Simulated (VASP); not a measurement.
# HPbNO4 (P1) in VASP: further runs, part 2 of 3

VASP 6.6.1. The steps go on from the part before.

## 3. Single point, revPBE

INCAR reads:

```
PREC = Accurate ; ENCUT = 520
EDIFF = 1E-7 ; ISMEAR = -1
SIGMA = 0.05 ; LREAL = False
LASPH = True ; NELM = 80
ALGO = Normal ; ISIF = 2
LWAVE = False ; LCHARG = False
GGA = RE ; NBANDS = 31
```

KPOINTS reads:

```
Automatic mesh
0
Gamma
  5 4 4
```

POSCAR reads:

```
HPbNO4
1.0
    3.8540400000      0.1438400000      0.0901200000
   -0.2532000000      5.5269800000      0.1647100000
   -0.4819700000     -1.9272000000      5.7202500000
H Pb N O
1 1 1 4
Direct
    0.1091300000      0.6571800000      0.5446300000
    0.6102900000      0.5212700000      0.1510000000
    0.9158000000      0.9626300000      0.9586700000
    0.0138400000      0.1363900000      0.8808400000
    0.7239800000      0.0105700000      0.1285800000
    0.0038900000      0.7373200000      0.8704300000
    0.1192700000      0.5932400000      0.3765100000
```

Potentials or basis: VASP PAW PBE potentials, release 64 (H, Pb_d, N, O).

Launch:

```console
> cat potpaw_PBE.64/H/POTCAR potpaw_PBE.64/Pb_d/POTCAR potpaw_PBE.64/N/POTCAR potpaw_PBE.64/O/POTCAR > POTCAR
> mpirun -np 1 vasp_std > vasp.out
```

OUTCAR:

```text
PREC = Accurate
   ENCUT = 520
   EDIFF = 1E-7
   ISMEAR = -1
   LREAL = False
   LASPH = True
   NELM = 80
   ISIF = 2
   GGA = RE

 ion  position               nearest neighbor table
   1  0.109  0.657  0.545-   7 0.98
   2  0.610  0.521  0.151-   7 2.28   7 2.38   5 2.78   5 2.83   4 2.84   6 2.85
   3  0.916  0.963  0.959-   4 1.25   6 1.27   5 1.28
   4  0.014  0.136  0.881-   3 1.25   2 2.84
   5  0.724  0.011  0.129-   3 1.28   2 2.78   2 2.83
   6  0.004  0.737  0.870-   3 1.27   2 2.85
   7  0.119  0.593  0.377-   1 0.98   2 2.28   2 2.38

  LATTYP: Found a triclinic cell.
 ALAT       =     6.9506566964
 B/A-ratio  =     0.5550232440
 C/A-ratio  =     0.7963604173
 COS(alpha) =     0.0077737674
 COS(beta)  =     0.2535091708
 COS(gamma) =     0.4946358889

  Lattice vectors:

 A1 = (  -3.3720700000,   1.7833600000,  -5.8103700000)
 A2 = (  -3.8540400000,  -0.1438400000,  -0.0901200000)
 A3 = (  -0.2532000000,   5.5269800000,   0.1647100000)

Analysis of symmetry for initial positions (statically):
=====================================================================
 Subroutine PRICEL returns:
 Original cell was already a primitive cell.

 Routine SETGRP: Setting up the symmetry group for a
 triclinic supercell.

 Subroutine GETGRP returns: Found  1 space group operations
 (whereof  1 operations were pure point group operations)
 out of a pool of  2 trial point group operations.

The static configuration has the point symmetry C_1 .

Analysis of symmetry for dynamics (positions and initial velocities):
=====================================================================
 Subroutine PRICEL returns:
 Original cell was already a primitive cell.

 Routine SETGRP: Setting up the symmetry group for a
 triclinic supercell.

 Subroutine GETGRP returns: Found  1 space group operations
 (whereof  1 operations were pure point group operations)
[... 128 lines left out ...]
   EFERMI_NEDOS =   21; number of points for ismear=-14 and -15
   IALGO  =     38    algorithm
   IMIX   =      4    mixing-type and parameters
     AMIX     =   0.40;   BMIX     =  1.00
     AMIX_MAG =   1.60;   BMIX_MAG =  1.00
  volume/ion in A,a.u.               =      17.65       119.11
  Fermi-wavevector in a.u.,A,eV,Ry     =   1.160402  2.192842 18.320693  1.346533
  Thomas-Fermi vector in A             =   2.296985
   LORBIT       =      0    0 simple, 1 ext, 2 COOP (PROOUT), +10 PAW based schemes
   GGA     = RE    functional components
   LHFCALC =     F    Hartree Fock is set to
   AEXX    =    0.0000 exact exchange contribution
   IVDW    =     0    specifies the selected vdW correction
   LEPSILON=     F    determine dielectric tensor
   LRPA    =     F    only Hartree local field effects (RPA)
 non-spin polarized calculation
  energy-cutoff  :      520.00
  volume of cell :      123.55
 maximum number of plane-waves:      3351
 NGX is ok and might be reduce to    30
   NGX = 15   NGY = 21   NGZ = 23

 number of electron      44.0000005 magnetization

 Free energy of the ion-electron system (eV)
  ---------------------------------------------------
  ext. energy  EPLUGINS =         0.00000000
  ---------------------------------------------------
  free energy    TOTEN  =       -38.79897081 eV

  energy without entropy =      -38.79897081  energy(sigma->0) =      -38.79897081

 E-fermi :   0.5275     XC(G=0):  -7.2604

 val. band max:       -0.5606900086   @ k =   0.4000   0.5000   0.5000
 cond. band min:       2.5974931355   @ k =   0.4000   0.0000   0.5000
 fundamental gap:      3.1581831441
 Fermi energy:         0.5275462265

 k-point     1 :       0.0000    0.0000    0.0000
  band No.  band energies     occupation
      1     -26.3704      2.00000
      2     -20.9556      2.00000
      3     -20.7162      2.00000
      4     -18.1518      2.00000
      5     -15.7173      2.00000
      6     -15.6919      2.00000
[... 805 lines left out ...]
     30       9.6129      0.00000
     31       9.9035      0.00000

 [... further k-points ...]
[... 5 lines left out ...]
  --------------------------------------------------------------------------------------
  -------------------------------------------------------------------------------------
  Total        1.4016534      1.9814272      1.3491411      0.0443025      0.0344797     -0.5334147
  in kB       18.1760516     25.6943137     17.4950939      0.5744965      0.4471179     -6.9170973
  external PRESSURE =      20.4551530 kB  Pullay stress =       0.0000000 kB

 VOLUME and BASIS-vectors are now :
 -----------------------------------------------------------------------------
  energy-cutoff  :      520.00
  volume of cell :      123.55
      direct lattice vectors                 reciprocal lattice vectors
     3.854040000  0.143840000  0.090120000     0.258457951  0.011080161  0.025509840
    -0.253200000  5.526980000  0.164710000    -0.008065233  0.178786348  0.059555063
    -0.481970000 -1.927200000  5.720250000    -0.003839658 -0.005322572  0.172700798

 POSITION                                       TOTAL-FORCE (eV/Angst)
 -----------------------------------------------------------------------------------
     -0.00830      2.59831      3.23350         0.010477     -0.003558     -0.002208
      2.14732      2.67783      1.00462        -0.043068     -0.002597     -0.037792
      2.82374      3.60462      5.72492        -0.022372     -0.073903      0.014219
     -0.40573     -0.94174      5.06234         0.193040      0.585130     -0.274663
      2.72560     -0.08524      0.80250        -0.349365     -0.033054      0.453327
     -0.59122      2.39822      5.10087         0.185435     -0.466814     -0.247539
      0.12800      2.57037      2.26219         0.025853     -0.005204      0.094656
 -----------------------------------------------------------------------------------
    total drift:                               -0.000360     -0.000518      0.000440

  FREE ENERGIE OF THE ION-ELECTRON SYSTEM (eV)
  ---------------------------------------------------
  free  energy   TOTEN  =       -38.7989708087 eV

  energy  without entropy=      -38.7989708086  energy(sigma->0) =      -38.79897081
```

OSZICAR:

```text
N       E                     dE             d eps       ncg     rms          rms(c)
DAV:   1     0.456856199536E+03    0.45686E+03   -0.21195E+04  2604   0.139E+03
DAV:   2     0.145232666028E+02   -0.44233E+03   -0.41324E+03  2925   0.385E+02
DAV:   3    -0.415583724874E+02   -0.56082E+02   -0.54981E+02  3284   0.150E+02
DAV:   4    -0.436985494100E+02   -0.21402E+01   -0.21331E+01  3266   0.335E+01
DAV:   5    -0.437813531067E+02   -0.82804E-01   -0.82783E-01  3511   0.610E+00    0.149E+01
DAV:   6    -0.388182419396E+02    0.49631E+01   -0.17972E+01  3970   0.307E+01    0.577E+00
DAV:   7    -0.388184061375E+02   -0.16420E-03   -0.20165E+00  2779   0.829E+00    0.362E+00
DAV:   8    -0.388081797963E+02    0.10226E-01   -0.45298E-01  3521   0.472E+00    0.114E+00
DAV:   9    -0.387957434096E+02    0.12436E-01   -0.72791E-02  4090   0.212E+00    0.403E-01
DAV:  10    -0.387984500733E+02   -0.27067E-02   -0.17066E-02  3143   0.792E-01    0.221E-01
DAV:  11    -0.387988660244E+02   -0.41595E-03   -0.25952E-03  3466   0.471E-01    0.631E-02
DAV:  12    -0.387989699836E+02   -0.10396E-03   -0.43055E-04  3483   0.149E-01    0.232E-02
DAV:  13    -0.387989754099E+02   -0.54263E-05   -0.75188E-05  3012   0.574E-02    0.114E-02
DAV:  14    -0.387989717098E+02    0.37002E-05   -0.15172E-05  3675   0.279E-02    0.675E-03
DAV:  15    -0.387989708606E+02    0.84912E-06   -0.21321E-06  3420   0.107E-02    0.208E-03
DAV:  16    -0.387989708087E+02    0.51938E-07   -0.49709E-07  3242   0.468E-03
   1 F= -.38798971E+02 E0= -.38798971E+02  d E =-.508151E-10
```

stdout:

```text
POSCAR found type information on POSCAR H PbN O
 POSCAR found :  4 types and       7 ions
 scaLAPACK will be used
 -----------------------------------------------------------------------------
|                                                                             |
|                                                                             |
|     You enforced a specific xc type in the INCAR file but a different       |
|     I HOPE YOU KNOW WHAT YOU ARE DOING!                                     |
|                                                                             |
 -----------------------------------------------------------------------------

 LDA part: xc-table for (Slater+PW92), standard interpolation
 POSCAR, INCAR and KPOINTS ok, starting setup
 FFT: planning ... GRIDC
 FFT: planning ... GRID_SOFT
 FFT: planning ... GRID
 WAVECAR not read
 entering main loop
```

Wall time 5.3 min (1 thread of Intel Xeon 8259CL, shared host); peak memory 0.33 GiB.

What came out:

```
Free energy            : -38.7990 eV
Pressure               : 2.0 GPa
Largest force          : 0.675 eV/Å
Band gap on the k mesh : 3.16 eV, indirect (least direct gap 3.23 eV)
```

Forces in eV/Å, atoms in the order of the input:
```
H    0.010 -0.004 -0.002
Pb  -0.043 -0.003 -0.038
N   -0.022 -0.074  0.014
O    0.193  0.585 -0.275
O   -0.349 -0.033  0.453
O    0.185 -0.467 -0.248
O    0.026 -0.005  0.095
```

Stress tensor (GPa, compression positive):
```
 1.82  0.06 -0.69
 0.06  2.57  0.04
-0.69  0.04  1.75
```

Levels at points of the mesh, in eV from the valence-band top:
| k point | band 18 | band 19 | band 20 | band 21 | band 22 | band 23 | band 24 | band 25 | band 26 | band 27 |
| --- | --- | --- | --- | --- | --- | --- | --- | --- | --- | --- |
| (0.00, 0.00, 0.00) | -1.89 | -1.72 | -1.49 | -0.70 | -0.44 | 3.48 | 4.44 | 5.89 | 6.18 | 7.93 |
| (0.00, 0.50, 0.00) | -1.88 | -1.50 | -1.15 | -0.87 | -0.59 | 3.53 | 4.42 | 4.76 | 7.69 | 7.98 |
| (0.00, 0.00, 0.50) | -1.74 | -1.53 | -1.30 | -0.73 | -0.41 | 3.32 | 3.90 | 5.87 | 7.28 | 8.48 |
| (0.00, 0.50, 0.50) | -1.86 | -1.55 | -1.03 | -0.84 | -0.57 | 3.50 | 4.15 | 4.76 | 7.67 | 8.04 |

Caveat: the standard files for N, O and F lose accuracy on very short bonds; the PAW data sets were made with another functional, which shifts forces and pressure a little; spin-orbit coupling is left out, which moves the levels of the heavy elements. Expect the measured gap to be larger: semilocal functionals such as revPBE lack the derivative discontinuity.

## 4. Single point, BLYP

INCAR reads:

```
PREC = Accurate ; ENCUT = 520
EDIFF = 1E-7 ; ISMEAR = -1
SIGMA = 0.05 ; LREAL = F
LASPH = T ; NELM = 100
ALGO = Normal ; ISIF = 2
LWAVE = F ; LCHARG = F
GGA = B5 ; ALDAX = 1.0
AGGAX = 1.0 ; AGGAC = 1.0
ALDAC = 0.0 ; NBANDS = 31
```

KPOINTS is that of step 3.

POSCAR is that of step 3.

Potentials or basis: VASP PAW PBE potentials, release 64 (H, Pb_d, N, O).

Launch:

```console
> cat potpaw_PBE.64/H/POTCAR potpaw_PBE.64/Pb_d/POTCAR potpaw_PBE.64/N/POTCAR potpaw_PBE.64/O/POTCAR > POTCAR
> mpirun -np 1 vasp_std > vasp.out
```

OUTCAR:

```text
PREC = Accurate
   ENCUT = 520
   EDIFF = 1E-7
   ISMEAR = -1
   LREAL = F
   LASPH = T
   NELM = 100
   ISIF = 2
   GGA = B5

 ion  position               nearest neighbor table
   1  0.109  0.657  0.545-   7 0.98
   2  0.610  0.521  0.151-   7 2.28   7 2.38   5 2.78   5 2.83   4 2.84   6 2.85
   3  0.916  0.963  0.959-   4 1.25   6 1.27   5 1.28
   4  0.014  0.136  0.881-   3 1.25   2 2.84
   5  0.724  0.011  0.129-   3 1.28   2 2.78   2 2.83
   6  0.004  0.737  0.870-   3 1.27   2 2.85
   7  0.119  0.593  0.377-   1 0.98   2 2.28   2 2.38

  LATTYP: Found a triclinic cell.
 ALAT       =     6.9506566964
 B/A-ratio  =     0.5550232440
 C/A-ratio  =     0.7963604173
 COS(alpha) =     0.0077737674
 COS(beta)  =     0.2535091708
 COS(gamma) =     0.4946358889

  Lattice vectors:

 A1 = (  -3.3720700000,   1.7833600000,  -5.8103700000)
 A2 = (  -3.8540400000,  -0.1438400000,  -0.0901200000)
 A3 = (  -0.2532000000,   5.5269800000,   0.1647100000)

Analysis of symmetry for initial positions (statically):
=====================================================================
 Subroutine PRICEL returns:
 Original cell was already a primitive cell.

 Routine SETGRP: Setting up the symmetry group for a
 triclinic supercell.

 Subroutine GETGRP returns: Found  1 space group operations
 (whereof  1 operations were pure point group operations)
 out of a pool of  2 trial point group operations.

The static configuration has the point symmetry C_1 .

Analysis of symmetry for dynamics (positions and initial velocities):
=====================================================================
[... 136 lines left out ...]
   EFERMI_NEDOS =   21; number of points for ismear=-14 and -15
   IALGO  =     38    algorithm
   IMIX   =      4    mixing-type and parameters
     AMIX     =   0.40;   BMIX     =  1.00
     AMIX_MAG =   1.60;   BMIX_MAG =  1.00
  volume/ion in A,a.u.               =      17.65       119.11
  Fermi-wavevector in a.u.,A,eV,Ry     =   1.160402  2.192842 18.320693  1.346533
  Thomas-Fermi vector in A             =   2.296985
   LORBIT       =      0    0 simple, 1 ext, 2 COOP (PROOUT), +10 PAW based schemes
   GGA     = B5    functional components
   LHFCALC =     F    Hartree Fock is set to
   AEXX    =    0.0000 exact exchange contribution
   IVDW    =     0    specifies the selected vdW correction
   LEPSILON=     F    determine dielectric tensor
   LRPA    =     F    only Hartree local field effects (RPA)
 non-spin polarized calculation
  energy-cutoff  :      520.00
  volume of cell :      123.55
 maximum number of plane-waves:      3351
 NGX is ok and might be reduce to    30
   NGX = 15   NGY = 21   NGZ = 23

 number of electron      44.0000005 magnetization

 Free energy of the ion-electron system (eV)
  ---------------------------------------------------
  ext. energy  EPLUGINS =         0.00000000
  ---------------------------------------------------
  free energy    TOTEN  =       -38.24504605 eV

  energy without entropy =      -38.24504605  energy(sigma->0) =      -38.24504605

 E-fermi :   0.6572     XC(G=0):  -7.3136

 val. band max:       -0.4910268938   @ k =   0.4000   0.5000   0.5000
 cond. band min:       2.5842915452   @ k =   0.4000   0.0000   0.5000
 fundamental gap:      3.0753184390
 Fermi energy:         0.6572431301

 k-point     1 :       0.0000    0.0000    0.0000
  band No.  band energies     occupation
      1     -26.0991      2.00000
      2     -20.7367      2.00000
      3     -20.4946      2.00000
      4     -17.9059      2.00000
      5     -15.4509      2.00000
      6     -15.4268      2.00000
[... 805 lines left out ...]
     30       9.4850      0.00000
     31       9.7821      0.00000

 [... further k-points ...]

------------------------ aborting loop because EDIFF is reached ----------------------------------------

  FORCE on cell =-STRESS in cart. coord.  units (eV):
  Direction    XX          YY          ZZ          XY          YZ          ZX
  --------------------------------------------------------------------------------------
  -------------------------------------------------------------------------------------
  Total        1.7367110      2.4297139      1.6295925      0.0473530      0.0494460     -0.8000075
  in kB       22.5209377     31.5075067     21.1318691      0.6140543      0.6411948    -10.3741610
  external PRESSURE =      25.0534378 kB  Pullay stress =       0.0000000 kB

 VOLUME and BASIS-vectors are now :
 -----------------------------------------------------------------------------
  energy-cutoff  :      520.00
  volume of cell :      123.55
      direct lattice vectors                 reciprocal lattice vectors
     3.854040000  0.143840000  0.090120000     0.258457951  0.011080161  0.025509840
    -0.253200000  5.526980000  0.164710000    -0.008065233  0.178786348  0.059555063
    -0.481970000 -1.927200000  5.720250000    -0.003839658 -0.005322572  0.172700798

 POSITION                                       TOTAL-FORCE (eV/Angst)
 -----------------------------------------------------------------------------------
     -0.00830      2.59831      3.23350         0.001950     -0.008888      0.089133
      2.14732      2.67783      1.00462        -0.118527     -0.008233     -0.142165
      2.82374      3.60462      5.72492         0.019604     -0.036449     -0.031279
     -0.40573     -0.94174      5.06234         0.282505      0.792264     -0.320140
      2.72560     -0.08524      0.80250        -0.547649     -0.049985      0.645876
     -0.59122      2.39822      5.10087         0.309084     -0.689098     -0.377974
      0.12800      2.57037      2.26219         0.053033      0.000389      0.136549
 -----------------------------------------------------------------------------------
    total drift:                               -0.000104     -0.000465      0.000434

  FREE ENERGIE OF THE ION-ELECTRON SYSTEM (eV)
  ---------------------------------------------------
  free  energy   TOTEN  =       -38.2450460518 eV

  energy  without entropy=      -38.2450460518  energy(sigma->0) =      -38.24504605
```

OSZICAR:

```text
N       E                     dE             d eps       ncg     rms          rms(c)
DAV:   1     0.458477122835E+03    0.45848E+03   -0.21138E+04  2604   0.139E+03
DAV:   2     0.170652918318E+02   -0.44141E+03   -0.41095E+03  2870   0.384E+02
DAV:   3    -0.415528165518E+02   -0.58618E+02   -0.57439E+02  3309   0.153E+02
DAV:   4    -0.438112812388E+02   -0.22585E+01   -0.22508E+01  3176   0.339E+01
DAV:   5    -0.439032094554E+02   -0.91928E-01   -0.91897E-01  3607   0.649E+00    0.155E+01
DAV:   6    -0.383643442705E+02    0.55389E+01   -0.21006E+01  3866   0.339E+01    0.581E+00
DAV:   7    -0.383117502400E+02    0.52594E-01   -0.22997E+00  2751   0.893E+00    0.360E+00
DAV:   8    -0.382607748947E+02    0.50975E-01   -0.51610E-01  3432   0.455E+00    0.120E+00
DAV:   9    -0.382435817009E+02    0.17193E-01   -0.80912E-02  4105   0.223E+00    0.426E-01
DAV:  10    -0.382448809715E+02   -0.12993E-02   -0.15531E-02  3390   0.813E-01    0.230E-01
DAV:  11    -0.382449781815E+02   -0.97210E-04   -0.27522E-03  3651   0.443E-01    0.737E-02
DAV:  12    -0.382450260808E+02   -0.47899E-04   -0.42113E-04  3546   0.145E-01    0.256E-02
DAV:  13    -0.382450419650E+02   -0.15884E-04   -0.57898E-05  3091   0.513E-02    0.975E-03
DAV:  14    -0.382450459464E+02   -0.39814E-05   -0.13473E-05  3621   0.247E-02    0.719E-03
DAV:  15    -0.382450460122E+02   -0.65759E-07   -0.17974E-06  3325   0.102E-02    0.267E-03
DAV:  16    -0.382450460518E+02   -0.39612E-07   -0.73859E-07  3529   0.561E-03
   1 F= -.38245046E+02 E0= -.38245046E+02  d E =-.157786E-10
```

stdout:

```text
POSCAR found type information on POSCAR H PbN O
 POSCAR found :  4 types and       7 ions
 scaLAPACK will be used
 -----------------------------------------------------------------------------
|                                                                             |
|                                                                             |
|     You enforced a specific xc type in the INCAR file but a different       |
|     I HOPE YOU KNOW WHAT YOU ARE DOING!                                     |
|                                                                             |
 -----------------------------------------------------------------------------

 LDA part: xc-table for (Slater(with rela. corr.)+VWN5), standard interpolation
 POSCAR, INCAR and KPOINTS ok, starting setup
 FFT: planning ... GRIDC
 FFT: planning ... GRID_SOFT
 FFT: planning ... GRID
 WAVECAR not read
 entering main loop
```

It took 3.6 min on 1 thread of AMD EPYC 7R43 (Zen 3), shared host; peak memory 0.27 GiB.

Results:

- Free energy: -38.2450 eV
- Pressure: 2.5 GPa
- Largest force: 0.900 eV/Å
- Band gap on the k mesh: 3.08 eV, indirect (least direct gap 3.14 eV)

Forces on the atoms (eV/Å):
```
H    0.002 -0.009  0.089
Pb  -0.119 -0.008 -0.142
N    0.020 -0.036 -0.031
O    0.283  0.792 -0.320
O   -0.548 -0.050  0.646
O    0.309 -0.689 -0.378
O    0.053  0.000  0.137
```

Stress tensor (GPa, compression positive):
```
 2.25  0.06 -1.04
 0.06  3.15  0.06
-1.04  0.06  2.11
```

Levels at points of the mesh, in eV from the valence-band top:
| k point | band 19 | band 20 | band 21 | band 22 | band 23 | band 24 | band 25 | band 26 |
| --- | --- | --- | --- | --- | --- | --- | --- | --- |
| (0.00, 0.00, 0.00) | -1.72 | -1.46 | -0.70 | -0.48 | 3.39 | 4.35 | 5.81 | 6.03 |
| (0.00, 0.50, 0.00) | -1.47 | -1.16 | -0.88 | -0.63 | 3.44 | 4.31 | 4.67 | 7.59 |
| (0.00, 0.00, 0.50) | -1.50 | -1.30 | -0.75 | -0.45 | 3.22 | 3.79 | 5.79 | 7.13 |
| (0.00, 0.50, 0.50) | -1.52 | -1.04 | -0.85 | -0.61 | 3.41 | 4.03 | 4.67 | 7.55 |

Caveat: the standard files for N, O and F lose accuracy on very short bonds; the PAW data sets were made with another functional, which shifts forces and pressure a little; spin-orbit coupling is left out, which moves the levels of the heavy elements.

(Continued in part 3 of 3.)
